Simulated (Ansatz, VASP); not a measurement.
## Co in VASP and in Ansatz

INCAR

```
PREC = Accurate
ENCUT = 520
EDIFF = 1E-6
ISMEAR = -1
SIGMA = 0.03
LREAL = F
LASPH = T
NELM = 150
ALGO = Normal
ISIF = 2
LWAVE = F
LCHARG = T
ISPIN = 2
MAGMOM = 1.558 1.558
LORBIT = 11
LMAXMIX = 4
GGA = CA
LELF = T
LVHAR = T
NBANDS = 20
```

The input KPOINTS:

```
Automatic mesh
0
Gamma
  15 15 8
```

File POSCAR:

```
Co
1.0
    2.4273810165      0.0000000000      0.0000000000
   -1.2136905082      2.1021736250      0.0000000000
    0.0000000000      0.0000000000      3.9230481332
Co
2
Direct
    0.3333333333      0.6666666667      0.2500000000
    0.6666666667      0.3333333333      0.7500000000
```

Input for Ansatz:

```yaml
crystal:
  lattice:
    - [2.4273810165, 0.0, 0.0]
    - [-1.2136905082, 2.102173625, 0.0]
    - [0.0, 0.0, 3.9230481332]
  atoms:
    - { symbol: Co, position: [0.3333333333, 0.6666666667, 0.25], spin: 1.558 }
    - { symbol: Co, position: [0.6666666667, 0.3333333333, 0.75], spin: 1.558 }
hamiltonian:
  xc: lda
  pseudopotentials:
    kind: paw
    azcp:
      Co: "pseudopotentials/Co.paw.azcp"
basis:
  ecutwfc: 420
  fft_grid_basis: typed
kpoints:
  mp_grid: { grid: [15, 15, 8], shift: [0, 0, 0] }
magnetization:
  spin_polarized: true
scf:
  occupations: { method: fermi_dirac, width: 0.03 }
  lower_state_search: "off"
output:
  stress: true
```

Alike in both runs: task single point; functional LDA; k mesh 15 × 15 × 8; occupations fermi-dirac, width 0.03 eV; collinear spin.

|  | VASP | Ansatz |
| --- | --- | --- |
| version | VASP 6.6.1 | Ansatz 0.2.0 |
| potentials or method | VASP PAW LDA potentials, release 64 (Co), cutoff 520 eV | plane waves (420 eV) with PAW, scalar-relativistic |
| valence electrons in the cell | 18 | 34 |

Ansatz gave:

```
pressure (GPa)                                                : 0.2
traceless stress, the component that is largest in VASP (GPa) : -0.67
net moment per atom (μB)                                      : 1.53
size of the moment on the site where the two differ most (μB) : 1.57
```

**Question.** Which values does VASP return?

**Answer.** Pressure (GPa): -1.0; traceless stress, the component that is largest in VASP (GPa): -0.67; net moment per atom (μB): 1.50; size of the moment on the site where the two differ most (μB): 1.49.

Ansatz warns that its potentials were made for another functional, while VASP's fit it. LDA's correlation is that of Perdew and Zunger in VASP and of Perdew and Wang (1992) in Ansatz. Site moments also hang on the region over which each program counts them. VASP's potentials hold 18 valence electrons a cell and Ansatz's 34, so a difference there can come from the potentials and not from the codes.
